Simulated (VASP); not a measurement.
# Br (P1) in VASP: a series of runs

Runs on Br. Level: LDA. Tasks: single point.

Everything below comes from runs of VASP 6.6.1. Logs are shortened: lines on timing, memory, paths and dates and some standing lists are left out, and cuts for length are marked.

**1. The cell of the first run**

The typed cell holds 3 atoms: a = 4.598 Å, b = 4.598 Å, c = 4.598 Å, α = 90.00°, β = 90.00°, γ = 90.00°.

**2. Single point, LDA**

Contents of INCAR:

```
  ALGO = Normal
  EDIFF = 1E-6
  ENCUT = 500
  GGA_COMPAT = F
  ISIF = 2
  ISMEAR = 1
  LASPH = T
  LCHARG = F
  LREAL = F
  LWAVE = F
  NBANDS = 18
  NELM = 120
  PREC = Accurate
  SIGMA = 0.05
```

Contents of KPOINTS:

```
k-points
0
Gamma
  3 3 3
```

Contents of POSCAR:

```
Br
1.0
    4.5976403800      0.0000000000      0.0000000000
    0.0000000000      4.5976403800      0.0000000000
    0.0000000000      0.0000000000      4.5976403800
Br
3
Direct
    0.4998453003     -0.0045902507      0.0020484665
    0.0035769853      0.5013095443     -0.0016986991
   -0.0034222857      0.0032807064      0.4996502326
```

Potentials or basis: VASP PAW LDA potentials, release 64 (Br).

Run with:

```console
$ cat potpaw_LDA.64/Br/POTCAR > POTCAR
$ mpirun -np 1 vasp_std > vasp.out
```

OUTCAR:

```text
EDIFF = 1E-6
   ENCUT = 500
   ISIF = 2
   ISMEAR = 1
   LASPH = T
   LREAL = F
   NELM = 120
   PREC = Accurate

 ion  position               nearest neighbor table
   1  0.500  0.995  0.002-
   2  0.004  0.501  0.998-
   3  0.997  0.003  0.500-

  LATTYP: Found a simple cubic cell.
 ALAT       =     4.5976403800

  Lattice vectors:

 A1 = (   4.5976403800,   0.0000000000,   0.0000000000)
 A2 = (   0.0000000000,   4.5976403800,   0.0000000000)
 A3 = (   0.0000000000,   0.0000000000,   4.5976403800)

Analysis of symmetry for initial positions (statically):
=====================================================================
 Subroutine PRICEL returns:
 Original cell was already a primitive cell.

 Routine SETGRP: Setting up the symmetry group for a
 simple cubic supercell.

 Subroutine GETGRP returns: Found  1 space group operations
 (whereof  1 operations were pure point group operations)
 out of a pool of 48 trial point group operations.

The static configuration has the point symmetry C_1 .

Analysis of symmetry for dynamics (positions and initial velocities):
=====================================================================
 Subroutine PRICEL returns:
 Original cell was already a primitive cell.

 Routine SETGRP: Setting up the symmetry group for a
 simple cubic supercell.

 Subroutine GETGRP returns: Found  1 space group operations
 (whereof  1 operations were pure point group operations)
 out of a pool of 48 trial point group operations.

The dynamic configuration has the point symmetry C_1 .

 Subroutine INISYM returns: Found  1 space group operations
 (whereof  1 operations are pure point group operations),
 and found     1 'primitive' translations

----------------------------------------------------------------------------------------

                                     Primitive cell

  volume of cell :      97.1863

  direct lattice vectors                    reciprocal lattice vectors
     4.597640380  0.000000000  0.000000000     0.217502875  0.000000000  0.000000000
     0.000000000  4.597640380  0.000000000     0.000000000  0.217502875  0.000000000
[... 69 lines left out ...]
   ICHARG =      2    charge: 1-file 2-atom 10-const
   ISPIN  =      1    spin polarized calculation?
   LNONCOLLINEAR =      F non collinear calculations
   LSORBIT =      F    spin-orbit coupling
   LASPH  =      T    aspherical Exc in radial PAW
   ENCUT  =  500.0 eV  36.75 Ry    6.06 a.u.   8.38  8.38  8.38*2*pi/ulx,y,z
   NELM   =    120;   NELMIN=  2; NELMDL= -5     # of ELM steps
   EDIFF  = 0.1E-05   stopping-criterion for ELM
   LREAL  =      F    real-space projection
   EDIFFG = 0.1E-04   stopping-criterion for IOM
   NSW    =      0    number of steps for IOM
   IBRION =     -1    ionic relax: 0-MD 1-quasi-New 2-CG
   NFREE  =      0    steps in history (QN), initial steepest desc. (CG)
   ISIF   =      2    stress and relaxation
   ISYM   =      2    0-nonsym 1-usesym 2-fastsym
   POTIM  = 0.5000    time-step for ionic-motion
   TEBEG  =    0.0;   TEEND  =   0.0 temperature during run
   PSTRESS=    0.0 pullay stress
   NELECT =      21.0000    total number of electrons
   NUPDOWN=      -1.0000    fix difference up-down
   EMIN   =  10.00;   EMAX   =-10.00  energy-range for DOS
   EFERMI =   0.00;   METHOD = LEGACY
   ISMEAR =     1;   SIGMA  =   0.05  broadening in eV -4-tet -1-fermi 0-gaus
   EFERMI_NEDOS =   21; number of points for ismear=-14 and -15
   IALGO  =     38    algorithm
   IMIX   =      4    mixing-type and parameters
     AMIX     =   0.40;   BMIX     =  1.00
     AMIX_MAG =   1.60;   BMIX_MAG =  1.00
  volume/ion in A,a.u.               =      32.40       218.62
  Fermi-wavevector in a.u.,A,eV,Ry     =   0.982380  1.856429 13.130586  0.965071
  Thomas-Fermi vector in A             =   2.113458
   LORBIT       =      0    0 simple, 1 ext, 2 COOP (PROOUT), +10 PAW based schemes
   GGA     = CA    functional components
   LHFCALC =     F    Hartree Fock is set to
   AEXX    =    0.0000 exact exchange contribution
   IVDW    =     0    specifies the selected vdW correction
   LEPSILON=     F    determine dielectric tensor
   LRPA    =     F    only Hartree local field effects (RPA)
 non-spin polarized calculation
 Methfessel and Paxton  Order N= 1 SIGMA  =   0.05
  energy-cutoff  :      500.00
  volume of cell :       97.19
 maximum number of plane-waves:      2517
 NGX is ok and might be reduce to    36
   NGX = 17   NGY = 17   NGZ = 17

 number of electron      21.0000001 magnetization

 Free energy of the ion-electron system (eV)
  ---------------------------------------------------
  ext. energy  EPLUGINS =         0.00000000
  ---------------------------------------------------
  free energy    TOTEN  =        -4.77426987 eV

  energy without entropy =       -4.77425207  energy(sigma->0) =       -4.77426394

 E-fermi :   0.1477     XC(G=0):  -8.5538

 val. band max:        0.1209574487   @ k =   0.0000   0.0000   0.3333
 cond. band min:       0.2023821845   @ k =   0.3333   0.3333   0.3333
 fundamental gap:      0.0814247358
 Fermi energy:         0.1476912097

 k-point     1 :       0.0000    0.0000    0.0000
  band No.  band energies     occupation
      1     -15.0607      2.00000
      2     -13.3143      2.00000
      3     -13.3136      2.00000
      4      -3.5451      2.00000
      5      -3.5434      2.00000
      6      -3.5420      2.00000
[... 271 lines left out ...]
      5      -3.0579      2.00000
      6      -3.0379      2.00000
[... 10 lines left out ...]
     17      10.2112      0.00000
     18      11.6405      0.00000

------------------------ aborting loop because EDIFF is reached ----------------------------------------

  FORCE on cell =-STRESS in cart. coord.  units (eV):
  Direction    XX          YY          ZZ          XY          YZ          ZX
  --------------------------------------------------------------------------------------
  -------------------------------------------------------------------------------------
  Total       -2.8577852     -2.8615031     -2.8665182     -0.0161647     -0.0015745     -0.0059610
  in kB      -47.1123943    -47.1736851    -47.2563626     -0.2664850     -0.0259565     -0.0982714
  external PRESSURE =     -47.1808140 kB  Pullay stress =       0.0000000 kB

 VOLUME and BASIS-vectors are now :
 -----------------------------------------------------------------------------
  energy-cutoff  :      500.00
  volume of cell :       97.19
      direct lattice vectors                 reciprocal lattice vectors
     4.597640380  0.000000000  0.000000000     0.217502875  0.000000000  0.000000000
     0.000000000  4.597640380  0.000000000     0.000000000  0.217502875  0.000000000
     0.000000000  0.000000000  4.597640380     0.000000000  0.000000000  0.217502875

 POSITION                                       TOTAL-FORCE (eV/Angst)
 -----------------------------------------------------------------------------------
      2.29811      4.57654      0.00942         0.002230      0.040553     -0.017196
      0.01645      2.30484      4.58983        -0.027900     -0.020813      0.011638
      4.58191      0.01508      2.29721         0.025669     -0.019740      0.005558
 -----------------------------------------------------------------------------------
    total drift:                               -0.000004     -0.000078      0.000036

  FREE ENERGIE OF THE ION-ELECTRON SYSTEM (eV)
  ---------------------------------------------------
  free  energy   TOTEN  =        -4.7742698742 eV

  energy  without entropy=       -4.7742520713  energy(sigma->0) =       -4.77426394
```

OSZICAR:

```text
N       E                     dE             d eps       ncg     rms          rms(c)
DAV:   1     0.121364076513E+03    0.12136E+03   -0.82513E+03   504   0.918E+02
DAV:   2     0.354265660051E+01   -0.11782E+03   -0.11486E+03   668   0.167E+02
DAV:   3    -0.470911280100E+01   -0.82518E+01   -0.81927E+01   556   0.516E+01
DAV:   4    -0.479334752016E+01   -0.84235E-01   -0.84172E-01   720   0.607E+00
DAV:   5    -0.479402315692E+01   -0.67564E-03   -0.67557E-03   652   0.527E-01    0.641E+00
DAV:   6    -0.477703914515E+01    0.16984E-01   -0.26280E-02   662   0.685E-01    0.392E+00
DAV:   7    -0.477485210098E+01    0.21870E-02   -0.23958E-02   632   0.691E-01    0.304E-01
DAV:   8    -0.477431364482E+01    0.53846E-03   -0.14565E-03   576   0.174E-01    0.576E-02
DAV:   9    -0.477428368503E+01    0.29960E-04   -0.18648E-04   634   0.770E-02    0.266E-02
DAV:  10    -0.477426960208E+01    0.14083E-04   -0.31101E-05   646   0.382E-02    0.848E-03
DAV:  11    -0.477426987422E+01   -0.27214E-06   -0.50970E-06   596   0.117E-02
   1 F= -.47742699E+01 E0= -.47742639E+01  d E =-.178029E-04
```

stdout:

```text
POSCAR found type information on POSCAR Br
 POSCAR found :  1 types and       3 ions
 scaLAPACK will be used
 LDA part: xc-table for (Slater(with rela. corr.)+CA(PZ))
 , standard interpolation
 POSCAR, INCAR and KPOINTS ok, starting setup
 FFT: planning ... GRIDC
 FFT: planning ... GRID_SOFT
 FFT: planning ... GRID
 WAVECAR not read
 entering main loop
```

Wall time 25 s (1 thread of Intel Xeon 8259CL, shared host); peak memory 0.16 GiB.

What came out:

```yaml
Free_energy: -4.7743 eV
Pressure: -4.7 GPa
Largest_force: 0.044 eV/Å
Band_gap_on_the_k_mesh: zero (an odd number of electrons rules out a gap without spin polarisation)
```

Forces on the atoms (eV/Å):
```
Br   0.002  0.041 -0.017
Br  -0.028 -0.021  0.012
Br   0.026 -0.020  0.006
```

Caveat: the k points lie up to 0.46 Å⁻¹ apart, too coarse for converged energies and pressures of a metal; an odd number of electrons without spin polarisation forces a metal; a magnetic or distorted state may lie lower.

**3. Single point, LDA**

Contents of INCAR:

```
SYSTEM = Br
ALGO = Normal ; EDIFF = 1E-6
ENCUT = 500 ; GGA_COMPAT = .False.
ISIF = 2 ; ISMEAR = 1
LASPH = .True. ; LCHARG = .True.
LELF = .True. ; LREAL = .False.
LVHAR = .True. ; LWAVE = .False.
NBANDS = 18 ; NELM = 120
PREC = Accurate ; SIGMA = 0.05
```

Contents of KPOINTS:

```
k-points
0
Gamma
  3 3 3
  0 0 0
```

Contents of POSCAR:

```
Br
1.0
    4.5976403800      0.0000000000      0.0000000000
    0.0000000000      4.5976403800      0.0000000000
    0.0000000000      0.0000000000      4.5976403800
Br
3
Direct
    0.4998324767     -0.0049715786      0.0022186676
    0.0038742462      0.5014180598     -0.0018399165
   -0.0037067229      0.0035535188      0.4996212490
```

Potentials or basis: VASP PAW LDA potentials, release 64 (Br).

Run with:

```console
$ cat potpaw_LDA.64/Br/POTCAR > POTCAR
$ mpirun -np 1 vasp_std > vasp.out
```

Run time: 27 s. Hardware: 1 thread of Intel Xeon 8259CL, shared host; peak memory 0.16 GiB.

The run converged. Its results:

```
Free energy            : -4.7741 eV
Pressure               : -4.7 GPa
Largest force          : 0.048 eV/Å
Band gap on the k mesh : zero (an odd number of electrons rules out a gap without spin polarisation)
```

Forces on the atoms (eV/Å):
```
Br   0.002  0.044 -0.019
Br  -0.030 -0.022  0.013
Br   0.028 -0.021  0.006
```

Levels at points of the mesh, in eV from the Fermi level:
| k point | band 7 | band 8 | band 9 | band 10 | band 11 | band 12 | band 13 | band 14 | band 15 | band 16 |
| --- | --- | --- | --- | --- | --- | --- | --- | --- | --- | --- |
| (0.00, 0.00, 0.00) | -0.99 | -0.98 | -0.98 | 0.31 | 0.31 | 0.32 | 4.76 | 6.99 | 8.00 | 8.00 |

Caveat: the k points lie up to 0.46 Å⁻¹ apart, too coarse for converged energies and pressures of a metal; an odd number of electrons without spin polarisation forces a metal; a magnetic or distorted state may lie lower.
